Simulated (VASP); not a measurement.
Wanted: the native input for a VASP 6.6.1 run.

```
Task                   : single point
Functional             : PBE
Potentials or basis    : VASP PAW PBE potentials, release 64 (La, Ta_pv, O)
Cutoff                 : 520 eV
k mesh                 : 4 × 4 × 4
Occupations            : gaussian, width 0.1 eV
Spin                   : collinear spin, ferromagnetic start
Starting moments       : [0.0, 0.0, 0.0, 0.0, 1.0, 0.0] μB
Dipole correction      : no
Further INCAR settings : ALGO = Normal; EDIFF = 1e-06; NBANDS = 44
```

The structure of La4TaO lies in POSCAR:

```
La4TaO
1.0
    0.0000000000      4.0695045300      4.0695045300
    4.0695045300      0.0000000000      4.0695045300
    4.0695045300      4.0695045300      0.0000000000
La Ta O
4 1 1
Direct
    0.3753429500      0.3753429500      0.8739711600
    0.8739711600      0.3753429500      0.3753429500
    0.3753429500      0.8739711600      0.3753429500
    0.3753429500      0.3753429500      0.3753429500
    0.7500000000      0.7500000000      0.7500000000
    0.0000000000      0.0000000000      0.0000000000
```

One way to write it, as run:

INCAR

```
PREC = Accurate
ENCUT = 520
EDIFF = 1E-6
ISMEAR = 0
SIGMA = 0.1
LREAL = F
LASPH = T
NELM = 150
ALGO = Normal
ISIF = 2
LWAVE = F
LCHARG = T
ISPIN = 2
MAGMOM = 0 0 0 0 1 0
LORBIT = 11
LMAXMIX = 6
GGA = PE
LELF = T
LVHAR = T
NBANDS = 44
```

KPOINTS

```
Automatic mesh
0
Gamma
  4 4 4
```

Potentials or basis: VASP PAW PBE potentials, release 64 (La, Ta_pv, O).

Launch:

```console
$ cat potpaw_PBE.64/La/POTCAR potpaw_PBE.64/Ta_pv/POTCAR potpaw_PBE.64/O/POTCAR > POTCAR
$ mpirun -np 1 vasp_std > vasp.out
```

It gave:

```yaml
Pressure: 14.9 GPa
Net_moment: 0.00 μB per cell
Valence_electrons_inside_the_program's_atomic_spheres: La 9.30; Ta 8.74; O 4.74
```

Run time: 4.9 min on 1 thread of Intel Xeon 6975P-C (shared host), peak memory 0.46 GiB.
